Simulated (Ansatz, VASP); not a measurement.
**HfB: VASP beside Ansatz**

INCAR

```
SYSTEM = HfB
PREC     = Accurate       ! precision mode
ENCUT    = 500            ! plane-wave cutoff, eV
EDIFF    = 1E-6           ! SCF threshold, eV
ISMEAR   = -1             ! smearing method
SIGMA    = 0.15           ! smearing width, eV
LREAL    = .False.        ! projectors in reciprocal space
LASPH    = .True.         ! aspherical terms in the spheres
NELM     = 120            ! most SCF steps
ALGO     = Normal         ! electronic algorithm
ISIF     = 2              ! what is computed and relaxed
LWAVE    = .False.        ! write WAVECAR
LCHARG   = .False.        ! write CHGCAR
GGA      = PE             ! functional
NBANDS   = 14             ! bands
GGA_COMPAT= .False.
```

The input KPOINTS:

```
regular mesh
0
Gamma
  16 16 16
  0 0 0
```

The input POSCAR:

```
HfB
1.0
    0.0000000000      2.4341093244      2.4341093244
    2.4341093244      0.0000000000      2.4341093244
    2.4341093244      2.4341093244      0.0000000000
Hf B
1 1
Direct
    0.5000000000      0.5000000000      0.5000000000
    0.0000000000      0.0000000000      0.0000000000
```

Input for Ansatz:

```yaml
crystal:
  lattice:
    - [0.0, 2.4341093244, 2.4341093244]
    - [2.4341093244, 0.0, 2.4341093244]
    - [2.4341093244, 2.4341093244, 0.0]
  atoms:
    - { symbol: Hf, position: [0.5, 0.5, 0.5] }
    - { symbol: B, position: [0.0, 0.0, 0.0] }
basis:
  ecutwfc: 420
kpoints:
  mp_grid: { grid: [16, 16, 16] }
hamiltonian:
  xc: pbe
scf:
  occupations: { method: fermi_dirac, width: 0.15 }
output:
  forces: true
  stress: true
  eigenvalues: true
  write_density: true
  write_potential: true
  elf: true
  volumetric_format: npy
```

Alike in both runs: task single point; functional PBE; k mesh 16 × 16 × 16; occupations fermi-dirac, width 0.15 eV; no spin polarisation.

|  | VASP | Ansatz |
| --- | --- | --- |
| version | VASP 6.6.1 | Ansatz 0.2.0 |
| potentials or method | VASP PAW PBE potentials, release 64 (Hf_pv, B), cutoff 500 eV | scalar-relativistic, plane waves, PAW |
| valence electrons in the cell | 13 | 29 |

Ansatz gave:

```
gap on the k mesh at the Fermi level (eV) : none
pressure (GPa)                            : -3.2
```

Question: Estimate VASP's values.

Answer: gap on the k mesh at the Fermi level (eV): none; pressure (GPa): -3.3.

A gap of «none» marks a metal or a gap that the smearing closes. VASP's potentials hold 13 valence electrons a cell and Ansatz's 29, so a difference there can come from the potentials and not from the codes.

Spin-orbit coupling is off throughout.
